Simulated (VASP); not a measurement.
# SnTe (Fm-3m) in VASP: notebook, part 2 of 2

VASP 6.6.1.

### Step 3. Single point, RPBE+D4

This run uses another cell than the first one, of 33.16 Å³/atom, 1.019 times its volume.

INCAR reads:

```
SYSTEM = SnTe
PREC = Accurate
ENCUT = 520
EDIFF = 1E-6
ISMEAR = -1
SIGMA = 0.05
LREAL = .False.
LASPH = .True.
NELM = 100
ALGO = Normal
ISIF = 2
LWAVE = .False.
LCHARG = .False.
GGA = RP
IVDW = 13
NBANDS = 17
```

KPOINTS reads:

```
Automatic mesh
0
Gamma
  7 7 7
  0 0 0
```

POSCAR reads:

```
SnTe
1.0
    0.0000000000      3.2126470615      3.2126470615
    3.2126470615      0.0000000000      3.2126470615
    3.2126470615      3.2126470615      0.0000000000
Te Sn
1 1
Direct
    0.5000000000      0.5000000000      0.5000000000
    0.0000000000      0.0000000000      0.0000000000
```

Potentials or basis: VASP PAW PBE potentials, release 64 (Te, Sn_d).

Run with:

```sh
$ cat potpaw_PBE.64/Te/POTCAR potpaw_PBE.64/Sn_d/POTCAR > POTCAR
$ mpirun -np 1 vasp_std > vasp.out
```

OUTCAR:

```text
SYSTEM = SnTe
   PREC = Accurate
   ENCUT = 520
   EDIFF = 1E-6
   ISMEAR = -1
   LREAL = .False.
   LASPH = .True.
   NELM = 100
   ISIF = 2
   GGA = RP
   IVDW = 13

 ion  position               nearest neighbor table
   1  0.500  0.500  0.500-   2 3.21   2 3.21   2 3.21   2 3.21   2 3.21   2 3.21
   2  0.000  0.000  0.000-   1 3.21   1 3.21   1 3.21   1 3.21   1 3.21   1 3.21

  LATTYP: Found a face centered cubic cell.
 ALAT       =     6.4252941230

  Lattice vectors:

 A1 = (   0.0000000000,   3.2126470615,   3.2126470615)
 A2 = (   3.2126470615,   0.0000000000,   3.2126470615)
 A3 = (   3.2126470615,   3.2126470615,   0.0000000000)

Analysis of symmetry for initial positions (statically):
[... 33 lines left out ...]
                                     Primitive cell

  volume of cell :      66.3161

  direct lattice vectors                    reciprocal lattice vectors
     0.000000000  3.212647061  3.212647061    -0.155634899  0.155634899  0.155634899
     3.212647061  0.000000000  3.212647061     0.155634899 -0.155634899  0.155634899
     3.212647061  3.212647061  0.000000000     0.155634899  0.155634899 -0.155634899

  length of vectors
     4.543369045  4.543369045  4.543369045     0.269567552  0.269567552  0.269567552

  position of ions in fractional coordinates (direct lattice)
     0.500000000  0.500000000  0.500000000
     0.000000000  0.000000000  0.000000000
[... 121 lines left out ...]

 val. band max:        6.1006054145   @ k =   0.4286   0.0000   0.0000
 cond. band min:       6.7770946360   @ k =   0.4286   0.0000   0.0000
 fundamental gap:      0.6764892215
 Fermi energy:         6.4339638288

 k-point     1 :       0.0000    0.0000    0.0000
  band No.  band energies     occupation
      1     -15.6008      2.00000
      2     -15.6008      2.00000
      3     -15.6006      2.00000
      4     -15.6006      2.00000
      5     -15.6006      2.00000
      6      -6.0117      2.00000
[... 377 lines left out ...]
      4     -15.5967      2.00000
      5     -15.5928      2.00000
      6      -4.5778      2.00000
[... 9 lines left out ...]
     16      16.0889      0.00000
     17      16.5399      0.00000

------------------------ aborting loop because EDIFF is reached ----------------------------------------

  DFT-D4 for vdW energy calculation

  Edisp (eV):   -1.49922

  FORCE on cell =-STRESS in cart. coord.  units (eV):
  Direction    XX          YY          ZZ          XY          YZ          ZX
  --------------------------------------------------------------------------------------
  -------------------------------------------------------------------------------------
  Total      -1.12662    -1.12662    -1.12662     0.00000     0.00000     0.00000
  in kB     -27.21888   -27.21888   -27.21888     0.00000     0.00000     0.00000
  external pressure =      -27.22 kB  Pullay stress =        0.00 kB

 VOLUME and BASIS-vectors are now :
 -----------------------------------------------------------------------------
  energy-cutoff  :      520.00
  volume of cell :       66.32
      direct lattice vectors                 reciprocal lattice vectors
     0.000000000  3.212647061  3.212647061    -0.155634899  0.155634899  0.155634899
     3.212647061  0.000000000  3.212647061     0.155634899 -0.155634899  0.155634899
     3.212647061  3.212647061  0.000000000     0.155634899  0.155634899 -0.155634899

 POSITION                                       TOTAL-FORCE (eV/Angst)
 -----------------------------------------------------------------------------------
      3.21265      3.21265      3.21265         0.000000      0.000000      0.000000
      0.00000      0.00000      0.00000         0.000000      0.000000      0.000000
 -----------------------------------------------------------------------------------
    total drift:                               -0.000000      0.000000      0.000000

  FREE ENERGIE OF THE ION-ELECTRON SYSTEM (eV)
  ---------------------------------------------------
  free  energy   TOTEN  =        -8.3718285657 eV

  energy  without entropy=       -8.3717767118  energy(sigma->0) =       -8.37180264
```

OSZICAR:

```text
N       E                     dE             d eps       ncg     rms          rms(c)
DAV:   1     0.124336053895E+03    0.12434E+03   -0.93006E+03   689   0.129E+03
DAV:   2     0.480757665654E+01   -0.11953E+03   -0.11625E+03   736   0.330E+02
DAV:   3    -0.658867301195E+01   -0.11396E+02   -0.11324E+02   832   0.898E+01
DAV:   4    -0.691895837540E+01   -0.33029E+00   -0.33010E+00   787   0.157E+01
DAV:   5    -0.693330571210E+01   -0.14347E-01   -0.14347E-01   986   0.319E+00    0.407E+00
DAV:   6    -0.686666875197E+01    0.66637E-01   -0.16478E-01   889   0.243E+00    0.255E+00
DAV:   7    -0.687041875360E+01   -0.37500E-02   -0.63901E-02   758   0.114E+00    0.900E-01
DAV:   8    -0.687239481545E+01   -0.19761E-02   -0.84889E-03   784   0.724E-01    0.188E-01
DAV:   9    -0.687251634745E+01   -0.12153E-03   -0.86202E-04   900   0.278E-01    0.645E-02
DAV:  10    -0.687259338061E+01   -0.77033E-04   -0.22781E-04   791   0.105E-01    0.163E-02
DAV:  11    -0.687261394120E+01   -0.20561E-04   -0.80989E-05   814   0.663E-02    0.233E-02
DAV:  12    -0.687261338958E+01    0.55162E-06   -0.40429E-06   800   0.116E-02
   1 F= -.83718286E+01 E0= -.83718026E+01  d E =-.518539E-04
```

It took 12 s on 1 thread of Intel Xeon Platinum 8488C (Sapphire Rapids), shared host; peak memory 0.2 GiB.

What came out:

```
Free energy                : -8.3718 eV
Pressure                   : -2.7 GPa
Dispersion energy per atom : -0.750 eV
```

Caveat: this odd mesh misses L, where the gap lies, so gap, dielectric constants and Born charges aren't listed; the PAW data sets were made with another functional, which shifts forces and pressure a little; spin-orbit coupling is left out, which moves the levels of the heavy elements.

### Step 4. Single point, PBE exchange alone

INCAR reads:

```
SYSTEM = SnTe
PREC = Accurate
ENCUT = 520
EDIFF = 1E-7
ISMEAR = -1
SIGMA = 0.05
LREAL = .False.
LASPH = .True.
NELM = 60
ALGO = Normal
ISIF = 2
LWAVE = .False.
LCHARG = .True.
GGA = PE
ALDAC = 0.0
AGGAC = 0.0
LELF = .True.
LVHAR = .True.
NBANDS = 17
```

KPOINTS is that of step 3.

POSCAR reads:

```
SnTe
1.0
    0.0000000000      3.1923133075      3.1923133075
    3.1923133075      0.0000000000      3.1923133075
    3.1923133075      3.1923133075      0.0000000000
Te Sn
1 1
Direct
    0.5000000000      0.5000000000      0.5000000000
    0.0000000000      0.0000000000      0.0000000000
```

Run with:

```sh
$ cat potpaw_PBE.64/Te/POTCAR potpaw_PBE.64/Sn_d/POTCAR > POTCAR
$ mpirun -np 1 vasp_std > vasp.out
```

Wall time 15 s (1 thread of Intel Xeon Platinum 8488C (Sapphire Rapids), shared host); peak memory 0.2 GiB.

The run converged. Its results:

```
Free energy : -4.9807 eV
Pressure    : 8.8 GPa
```

Levels at points of the mesh, in eV from the Fermi level:
```
           k point  band 7  band 8  band 9  band 10  band 11  band 12  band 13  band 14
(0.00, 0.00, 0.00)   -5.00   -2.15   -2.15    -2.15     3.12     3.12     3.12     4.93
```

Caveat: this odd mesh misses L, where the gap lies, so gap, dielectric constants and Born charges aren't listed; spin-orbit coupling is left out, which moves the levels of the heavy elements.

### Step 5. Single point, PBE exchange alone

This run uses another cell than the first one, of 33.16 Å³/atom, 1.019 times its volume.

INCAR reads:

```
PREC = Accurate
ENCUT = 520
EDIFF = 1E-6
ISMEAR = -1
SIGMA = 0.05
LREAL = False
LASPH = True
NELM = 100
ALGO = Normal
ISIF = 2
LWAVE = False
LCHARG = False
GGA = PE
ALDAC = 0.0
AGGAC = 0.0
NBANDS = 17
```

KPOINTS reads:

```
regular mesh
0
Gamma
  7 7 7
```

POSCAR reads:

```
SnTe
1.0
    0.0000000000      3.2126470615      3.2126470615
    3.2126470615      0.0000000000      3.2126470615
    3.2126470615      3.2126470615      0.0000000000
Te Sn
1 1
Direct
    0.5000000000      0.5000000000      0.5000000000
    0.0000000000      0.0000000000      0.0000000000
```

Run with:

```sh
$ cat potpaw_PBE.64/Te/POTCAR potpaw_PBE.64/Sn_d/POTCAR > POTCAR
$ mpirun -np 1 vasp_std > vasp.out
```

Run time: 12 s. Hardware: 1 thread of Intel Xeon Platinum 8488C (Sapphire Rapids), shared host; peak memory 0.21 GiB.

It converged, with:

| Quantity | Value |
| --- | --- |
| Free energy | -5.0456 eV |
| Pressure | 7.7 GPa |

Levels at points of the mesh, in eV from the Fermi level:
```
           k point  band 8  band 9  band 10  band 11  band 12  band 13
(0.00, 0.00, 0.00)   -2.08   -2.08    -2.08     3.09     3.09     3.09
```

Caveat: this odd mesh misses L, where the gap lies, so gap, dielectric constants and Born charges aren't listed; spin-orbit coupling is left out, which moves the levels of the heavy elements.

### Step 6. Single point, r2SCAN+D3(BJ)

This run uses another cell than the first one, of 31.65 Å³/atom, 0.973 times its volume.

POSCAR reads:

```
SnTe
1.0
    0.0000000000      3.1630537666      3.1630537666
    3.1630537666      0.0000000000      3.1630537666
    3.1630537666      3.1630537666      0.0000000000
Te Sn
1 1
Direct
    0.5000000000      0.5000000000      0.5000000000
    0.0000000000      0.0000000000      0.0000000000
```

INCAR.step1 reads:

```
SYSTEM = SnTe
PREC = Accurate
ENCUT = 520
ISMEAR = -1
SIGMA = 0.05
LREAL = .False.
LASPH = .True.
NELM = 100
NBANDS = 17
GGA = PE
ALGO = Normal
EDIFF = 1E-4
LWAVE = .True.
LCHARG = .False.
```

INCAR.step2 reads:

```
SYSTEM = SnTe
PREC = Accurate
ENCUT = 520
EDIFF = 1E-6
ISMEAR = -1
SIGMA = 0.05
LREAL = .False.
LASPH = .True.
NELM = 100
ALGO = Normal
ISIF = 2
LWAVE = .False.
LCHARG = .False.
METAGGA = R2SCAN
LMIXTAU = .True.
IVDW = 12
VDW_S6 = 1.0
VDW_S8 = 0.78981345
VDW_A1 = 0.49484001
VDW_A2 = 5.73083694
NBANDS = 17
ISTART = 1
```

KPOINTS reads:

```
regular mesh
0
Gamma
  7 7 7
  0 0 0
```

Potentials or basis: VASP PAW PBE potentials, release 64 (Te, Sn_d).

Run with:

```sh
$ cat potpaw_PBE.64/Te/POTCAR potpaw_PBE.64/Sn_d/POTCAR > POTCAR
$ cp INCAR.step1 INCAR
$ mpirun -np 1 vasp_std > vasp.out
$ cp INCAR.step2 INCAR
$ mpirun -np 1 vasp_std > vasp.out
```

It took 44 s on 1 thread of Intel Xeon Platinum 8488C (Sapphire Rapids), shared host; peak memory 0.22 GiB.

The run converged. Its results:

```yaml
Free_energy: -51.0565 eV
Pressure: 0.0 GPa
Dispersion_energy_per_atom: -0.185 eV
```

Levels at points of the mesh, in eV from the Fermi level:
```csv
k point,band 7,band 8,band 9,band 10,band 11,band 12,band 13,band 14
"(0.00, 0.00, 0.00)",-4.85,-2.52,-2.52,-2.52,3.35,3.35,3.35,4.92
```

Caveat: this odd mesh misses L, where the gap lies, so gap, dielectric constants and Born charges aren't listed; the PAW data sets were made with another functional, which shifts forces and pressure a little; spin-orbit coupling is left out, which moves the levels of the heavy elements.

### Step 7. Summary

```csv
level,cell,pressure (GPa)
RPBE+D4,"a = 4.515 Å, angles 60.0°, 2 atoms",-2.2
RPBE+D4,"a = 4.543 Å, angles 60.0°, 2 atoms",-2.7
PBE exchange alone,"a = 4.515 Å, angles 60.0°, 2 atoms",8.8
PBE exchange alone,"a = 4.543 Å, angles 60.0°, 2 atoms",7.7
r2SCAN+D3(BJ),"a = 4.473 Å, angles 60.0°, 2 atoms",0.0
```

Alike in all rows: task single point; potentials or basis VASP PAW PBE potentials, release 64 (Te, Sn_d); no spin polarisation; k mesh 7 × 7 × 7; cutoff (eV) 520; smearing fermi-dirac 0.05 eV.

Caveats: spin-orbit coupling is left out, which moves the levels of the heavy elements; the PAW data sets were made with another functional, which shifts forces and pressure a little (some runs).

Absolute energies hang on the potentials; compare differences alone.
